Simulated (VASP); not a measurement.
HgTe: single point with BLYP

Crystal: HgTe.

```
Hg Te
1.0
    -3.04560    3.04560    1.55941
     3.04560   -3.04560    1.55941
     3.04560    3.04560   -1.55941
Hg Te
1 1
Direct
  0.25000 0.75000 0.50000
  0.00000 0.00000 0.00000
```

```json
{
  "Program": "VASP 6.6.1",
  "Task": "single point",
  "Functional": "BLYP",
  "Potentials or basis": "VASP PAW PBE potentials, release 64 (Hg, Te)",
  "Cutoff": "520 eV",
  "k mesh": "6 × 6 × 6",
  "Occupations": "fermi-dirac, width 0.05 eV",
  "Spin": "no spin polarisation",
  "Dipole correction": "no",
  "Further INCAR settings": "ALGO = Normal; EDIFF = 1e-06; NBANDS = 16"
}
```

| Property | Result |
| --- | --- |
| Pressure | 4.9 GPa |
| Band gap on the k mesh | zero (band 9 reaches 6.31 eV, above the bottom of band 10 at 2.56 eV) |

Levels at points of the mesh, in eV from the Fermi level:
```csv
k point,band 6,band 7,band 8,band 9,band 10,band 11,band 12,band 13
"(0.00, 0.00, 0.00)",-6.30,-3.62,-2.63,-2.63,3.02,4.80,6.75,6.75
"(0.50, 0.00, 0.00)",-6.31,-4.78,-2.15,-1.29,-0.21,3.03,3.83,5.78
"(0.50, 0.50, 0.00)",-6.25,-6.19,-1.13,1.24,2.01,2.56,3.28,8.63
"(0.50, 0.50, 0.50)",-6.27,-4.51,-4.41,-4.41,2.73,7.20,7.87,7.87
```

Run time: 33 s on 1 thread of Intel(R) Xeon(R) Platinum 8488C (Sapphire Rapids), on a shared host, peak memory 0.18 GiB.

Caveat: the k points lie up to 0.38 Å⁻¹ apart; the PAW data sets were made with another functional, which shifts forces and pressure a little; spin-orbit coupling is left out, which moves the levels of the heavy elements.
